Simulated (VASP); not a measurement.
# CdI2 (P-3m1) in VASP: a series of runs

CdI2 is run at these levels: LDA, PBE+D4, PBE+D3(BJ), r2SCAN+rVV10; tasks: single point.

Everything below comes from runs of VASP 6.6.1. Logs are shortened: lines on timing, memory, paths and dates and some standing lists are left out, and cuts for length are marked.

**1. The cell of the first run**

It takes space group P-3m1 (No. 164, trigonal). Conventional cell: a = 4.247 Å, b = 4.247 Å, c = 20.692 Å, α = 90.00°, β = 90.00°, γ = 120.00°. Cd (site symmetry 3m) has 6 I at 2.99 Å within 3.9 Å. Within 3.9 Å of Cd (site symmetry -3m) lie 6 I at 2.99 Å. Within 3.9 Å of I (site symmetry 3m) lie 3 Cd at 2.99 Å. Within 3.9 Å of I (site symmetry 3m) lie 3 Cd at 2.99 Å. I (site symmetry 3m) has 3 Cd at 2.99 Å within 3.9 Å.

**2. Single point, LDA**

Contents of INCAR:

```
ALGO     = Normal         # electronic algorithm
EDIFF    = 1E-6           # SCF threshold, eV
ENCUT    = 500            # plane-wave cutoff, eV
GGA      = CA             # functional
GGA_COMPAT= False        
ISIF     = 2              # what is computed and relaxed
ISMEAR   = 0              # smearing method
LASPH    = True           # aspherical terms in the spheres
LCHARG   = False          # write CHGCAR
LREAL    = False          # projectors in reciprocal space
LWAVE    = False          # write WAVECAR
NBANDS   = 49             # bands
NELM     = 120            # most SCF steps
PREC     = Accurate       # precision mode
SIGMA    = 0.01           # smearing width, eV
```

Contents of KPOINTS:

```
k-points
0
Gamma
  12 12 2
```

Contents of POSCAR:

```
CdI2
1.0
    4.2468179188      0.0000000000      0.0000000000
   -2.1234089594      3.6778522029      0.0000000000
    0.0000000000      0.0000000000     20.6923892625
Cd I
3 6
Direct
    0.6666666667      0.3333333333      0.3331655910
    0.3333333333      0.6666666667      0.6668344090
    0.0000000000      0.0000000000      0.0000000000
    0.3333333333      0.6666666667      0.0830957573
    0.3333333333      0.6666666667      0.4162484389
    0.6666666667      0.3333333333      0.9169042427
    0.6666666667      0.3333333333      0.5837515611
    0.0000000000      0.0000000000      0.2500582723
    0.0000000000      0.0000000000      0.7499417277
```

Potentials or basis: VASP PAW LDA potentials, release 64 (Cd, I).

On the command line:

```
$ cat potpaw_LDA.64/Cd/POTCAR potpaw_LDA.64/I/POTCAR > POTCAR
$ mpirun -np 1 vasp_std > vasp.out
```

OUTCAR:

```text
EDIFF = 1E-6
   ENCUT = 500
   GGA = CA
   ISIF = 2
   ISMEAR = 0
   LASPH = True
   LREAL = False
   NELM = 120
   PREC = Accurate

 ion  position               nearest neighbor table
   1  0.667  0.333  0.333-   5 2.99   5 2.99   5 2.99   8 2.99   8 2.99   8 2.99
   2  0.333  0.667  0.667-   7 2.99   7 2.99   7 2.99   9 2.99   9 2.99   9 2.99
   3  0.000  0.000  0.000-   4 2.99   6 2.99   4 2.99   6 2.99   6 2.99   4 2.99
   4  0.333  0.667  0.083-   3 2.99   3 2.99   3 2.99
   5  0.333  0.667  0.416-   1 2.99   1 2.99   1 2.99
   6  0.667  0.333  0.917-   3 2.99   3 2.99   3 2.99
   7  0.667  0.333  0.584-   2 2.99   2 2.99   2 2.99
   8  0.000  0.000  0.250-   1 2.99   1 2.99   1 2.99
   9  0.000  0.000  0.750-   2 2.99   2 2.99   2 2.99

  LATTYP: Found a hexagonal cell.
 ALAT       =     4.2468179188
 C/A-ratio  =     4.8724455953

  Lattice vectors:

 A1 = (   4.2468179188,   0.0000000000,   0.0000000000)
 A2 = (  -2.1234089594,   3.6778522029,   0.0000000000)
 A3 = (   0.0000000000,   0.0000000000,  20.6923892625)

Analysis of symmetry for initial positions (statically):
=====================================================================
 Subroutine PRICEL returns:
 Original cell was already a primitive cell.

 Routine SETGRP: Setting up the symmetry group for a
 hexagonal supercell.

 Subroutine GETGRP returns: Found 12 space group operations
 (whereof 12 operations were pure point group operations)
 out of a pool of 24 trial point group operations.

The static configuration has the point symmetry D_3d.

Analysis of symmetry for dynamics (positions and initial velocities):
=====================================================================
 Subroutine PRICEL returns:
 Original cell was already a primitive cell.

 Routine SETGRP: Setting up the symmetry group for a
 hexagonal supercell.

 Subroutine GETGRP returns: Found 12 space group operations
 (whereof 12 operations were pure point group operations)
 out of a pool of 24 trial point group operations.

The dynamic configuration has the point symmetry D_3d.

 Subroutine INISYM returns: Found 12 space group operations
 (whereof 12 operations are pure point group operations),
 and found     1 'primitive' translations

----------------------------------------------------------------------------------------

                                     Primitive cell

  volume of cell :     323.1979

  direct lattice vectors                    reciprocal lattice vectors
     4.246817919  0.000000000  0.000000000     0.235470420  0.135948911  0.000000000
    -2.123408959  3.677852203  0.000000000     0.000000000  0.271897821  0.000000000
     0.000000000  0.000000000 20.692389263     0.000000000  0.000000000  0.048326947

  length of vectors
     4.246817919  4.246817919 20.692389263     0.271897821  0.271897821  0.048326947

  position of ions in fractional coordinates (direct lattice)
     0.666666667  0.333333333  0.333165591
     0.333333333  0.666666667  0.666834409
     0.000000000  0.000000000  0.000000000
     0.333333333  0.666666667  0.083095757
     0.333333333  0.666666667  0.416248439
     0.666666667  0.333333333  0.916904243
     0.666666667  0.333333333  0.583751561
     0.000000000  0.000000000  0.250058272
     0.000000000  0.000000000  0.749941728

  ion indices of the primitive-cell ions
   primitive index   ion index
                 1           1
                 2           2
                 3           3
                 4           4
                 5           5
                 6           6
                 7           7
                 8           8
                 9           9

----------------------------------------------------------------------------------------

 KPOINTS: k-points

Automatic generation of k-mesh.
 Grid dimensions read from file:
 generate k-points for:   12   12    2

 Generating k-lattice:

  Cartesian coordinates                     Fractional coordinates (reciprocal lattice)
     0.019622535  0.011329076  0.000000000     0.083333333  0.000000000  0.000000000
     0.000000000  0.022658152  0.000000000     0.000000000  0.083333333  0.000000000
     0.000000000  0.000000000  0.024163474     0.000000000  0.000000000  0.500000000

  Length of vectors
     0.022658152  0.022658152  0.024163474

  Shift w.r.t. Gamma in fractional coordinates (k-lattice)
     0.000000000  0.000000000  0.000000000

 Subroutine IBZKPT returns following result:
 ===========================================

 Found     38 irreducible k-points:

 Following reciprocal coordinates:
            Coordinates               Weight
  0.000000  0.000000  0.000000      1.000000
  0.083333  0.000000  0.000000      6.000000
  0.166667  0.000000  0.000000      6.000000
  0.250000  0.000000  0.000000      6.000000
  0.333333  0.000000  0.000000      6.000000
  0.416667  0.000000  0.000000      6.000000
[... 16 lines left out ...]
  0.250000  0.000000  0.500000      6.000000
  0.333333  0.000000  0.500000      6.000000
 [... further k-points ...]
   k-points           NKPTS =     38   k-points in BZ     NKDIM =     38   number of bands    NBANDS=     49
   number of dos      NEDOS =    301   number of ions     NIONS =      9
   total plane-waves  NPLWV = 163840
   dimension x,y,z NGX =    32 NGY =   32 NGZ =  160
   dimension x,y,z NGXF=    64 NGYF=   64 NGZF=  320
   ions per type =               3   6
   NGX,Y,Z   is equivalent  to a cutoff of  12.53, 12.53, 12.85 a.u.
   NGXF,Y,Z  is equivalent  to a cutoff of  25.05, 25.05, 25.71 a.u.
 SYSTEM =  unknown system
   PREC   = accura    normal or accurate (medium, high low for compatibility)
   ISTART =      0    job   : 0-new  1-cont  2-samecut
   ICHARG =      2    charge: 1-file 2-atom 10-const
   ISPIN  =      1    spin polarized calculation?
   LNONCOLLINEAR =      F non collinear calculations
   LSORBIT =      F    spin-orbit coupling
   LASPH  =      T    aspherical Exc in radial PAW
   ENCUT  =  500.0 eV  36.75 Ry    6.06 a.u.   7.74  7.74 37.73*2*pi/ulx,y,z
   NELM   =    120;   NELMIN=  2; NELMDL= -5     # of ELM steps
   EDIFF  = 0.1E-05   stopping-criterion for ELM
   LREAL  =      F    real-space projection
   EDIFFG = 0.1E-04   stopping-criterion for IOM
   NSW    =      0    number of steps for IOM
   IBRION =     -1    ionic relax: 0-MD 1-quasi-New 2-CG
   NFREE  =      0    steps in history (QN), initial steepest desc. (CG)
   ISIF   =      2    stress and relaxation
   ISYM   =      2    0-nonsym 1-usesym 2-fastsym
   POTIM  = 0.5000    time-step for ionic-motion
   TEBEG  =    0.0;   TEEND  =   0.0 temperature during run
   PSTRESS=    0.0 pullay stress
   NELECT =      78.0000    total number of electrons
   NUPDOWN=      -1.0000    fix difference up-down
   EMIN   =  10.00;   EMAX   =-10.00  energy-range for DOS
   EFERMI =   0.00;   METHOD = LEGACY
   ISMEAR =     0;   SIGMA  =   0.01  broadening in eV -4-tet -1-fermi 0-gaus
   EFERMI_NEDOS =   21; number of points for ismear=-14 and -15
   IALGO  =     38    algorithm
   IMIX   =      4    mixing-type and parameters
     AMIX     =   0.40;   BMIX     =  1.00
     AMIX_MAG =   1.60;   BMIX_MAG =  1.00
  volume/ion in A,a.u.               =      35.91       242.34
  Fermi-wavevector in a.u.,A,eV,Ry     =   1.019257  1.926116 14.134874  1.038884
  Thomas-Fermi vector in A             =   2.152760
   LORBIT       =      0    0 simple, 1 ext, 2 COOP (PROOUT), +10 PAW based schemes
   GGA     = CA    functional components
   LHFCALC =     F    Hartree Fock is set to
   AEXX    =    0.0000 exact exchange contribution
   IVDW    =     0    specifies the selected vdW correction
   LEPSILON=     F    determine dielectric tensor
   LRPA    =     F    only Hartree local field effects (RPA)
 non-spin polarized calculation
 Gauss-broadening in eV      SIGMA  =   0.01
  energy-cutoff  :      500.00
  volume of cell :      323.20
 maximum number of plane-waves:      8272
 NGX is ok and might be reduce to    32
   NGX = 15   NGY = 15   NGZ = 75

 number of electron      77.9999999 magnetization

 Free energy of the ion-electron system (eV)
  ---------------------------------------------------
  ext. energy  EPLUGINS =         0.00000000
  ---------------------------------------------------
  free energy    TOTEN  =       -21.41315945 eV

  energy without entropy =      -21.41315945  energy(sigma->0) =      -21.41315945

 E-fermi :   1.8840     XC(G=0):  -8.9090

 val. band max:        1.7969246333   @ k =   0.1667   0.0000   0.0000
 cond. band min:       3.8278021966   @ k =   0.5000   0.0000   0.0000
 fundamental gap:      2.0308775633
 Fermi energy:         1.8840169269

 k-point     1 :       0.0000    0.0000    0.0000
  band No.  band energies     occupation
      1     -10.3717      2.00000
      2     -10.2618      2.00000
      3     -10.2577      2.00000
      4      -9.8253      2.00000
      5      -9.8188      2.00000
      6      -9.6739      2.00000
[... 41 lines left out ...]
     48       7.9083      0.00000
     49       7.9256      0.00000

 k-point     2 :       0.0833    0.0000    0.0000
  band No.  band energies     occupation
      1     -10.3370      2.00000
      2     -10.2295      2.00000
      3     -10.2253      2.00000
      4      -9.8142      2.00000
      5      -9.8078      2.00000
      6      -9.6684      2.00000
[... 41 lines left out ...]
     48       7.7860      0.00000
     49       7.9395      0.00000

 k-point     3 :       0.1667    0.0000    0.0000
  band No.  band energies     occupation
      1     -10.2387      2.00000
      2     -10.1386      2.00000
      3     -10.1341      2.00000
      4      -9.7842      2.00000
      5      -9.7774      2.00000
      6      -9.6540      2.00000
[... 1081 lines left out ...]
     48       8.3456      0.00000
     49       8.4097      0.00000

 k-point    24 :       0.3333    0.0000    0.5000
  band No.  band energies     occupation
      1      -9.9205      2.00000
      2      -9.9098      2.00000
      3      -9.8212      2.00000
      4      -9.7428      2.00000
      5      -9.6504      2.00000
      6      -9.6385      2.00000
[... 41 lines left out ...]
     48       8.1563      0.00000
     49       8.4368      0.00000

 [... further k-points ...]

------------------------ aborting loop because EDIFF is reached ----------------------------------------

  FORCE on cell =-STRESS in cart. coord.  units (eV):
  Direction    XX          YY          ZZ          XY          YZ          ZX
  --------------------------------------------------------------------------------------
  -------------------------------------------------------------------------------------
  Total       -3.8074605     -3.8074605     -3.8380115      0.0000000      0.0000000      0.0000000
  in kB      -18.8745860    -18.8745860    -19.0260356      0.0000000      0.0000000      0.0000000
  external PRESSURE =     -18.9250692 kB  Pullay stress =       0.0000000 kB

 VOLUME and BASIS-vectors are now :
 -----------------------------------------------------------------------------
  energy-cutoff  :      500.00
  volume of cell :      323.20
      direct lattice vectors                 reciprocal lattice vectors
     4.246817919  0.000000000  0.000000000     0.235470420  0.135948911  0.000000000
    -2.123408959  3.677852203  0.000000000     0.000000000  0.271897821  0.000000000
     0.000000000  0.000000000 20.692389263     0.000000000  0.000000000  0.048326947

 POSITION                                       TOTAL-FORCE (eV/Angst)
 -----------------------------------------------------------------------------------
      2.12341      1.22595      6.89399         0.000000     -0.000000      0.000153
     -0.00000      2.45190     13.79840        -0.000000      0.000000     -0.000153
      0.00000      0.00000      0.00000         0.000000      0.000000      0.000000
     -0.00000      2.45190      1.71945         0.000000     -0.000000     -0.243565
     -0.00000      2.45190      8.61317         0.000000      0.000000     -0.251311
      2.12341      1.22595     18.97294        -0.000000      0.000000      0.243565
      2.12341      1.22595     12.07921        -0.000000     -0.000000      0.251311
      0.00000      0.00000      5.17430         0.000000      0.000000      0.244113
      0.00000      0.00000     15.51809         0.000000     -0.000000     -0.244113
 -----------------------------------------------------------------------------------
    total drift:                                0.000000      0.000000      0.000000

  FREE ENERGIE OF THE ION-ELECTRON SYSTEM (eV)
  ---------------------------------------------------
  free  energy   TOTEN  =       -21.4131594518 eV

  energy  without entropy=      -21.4131594518  energy(sigma->0) =      -21.41315945
```

Wall time 8.4 min (1 thread of Intel Xeon Platinum 8259CL at 2.50GHz (Skylake/Cascade Lake), shared host); peak memory 0.6 GiB.

What came out:

```yaml
Free_energy: -21.4132 eV
Pressure: -1.9 GPa
Largest_force: 0.251 eV/Å
Band_gap_on_the_k_mesh: 2.03 eV (least direct gap 2.17 eV)
```

Forces in eV/Å, atoms in the order of the input:
```
Cd   0.000  0.000  0.000
Cd   0.000  0.000  0.000
Cd   0.000  0.000  0.000
I    0.000  0.000 -0.244
I    0.000  0.000 -0.251
I    0.000  0.000  0.244
I    0.000  0.000  0.251
I    0.000  0.000  0.244
I    0.000  0.000 -0.244
```

Caveat: spin-orbit coupling is left out, which moves the levels of the heavy elements. A k mesh can miss the band edges.

(Continued in part 2 of 2.)
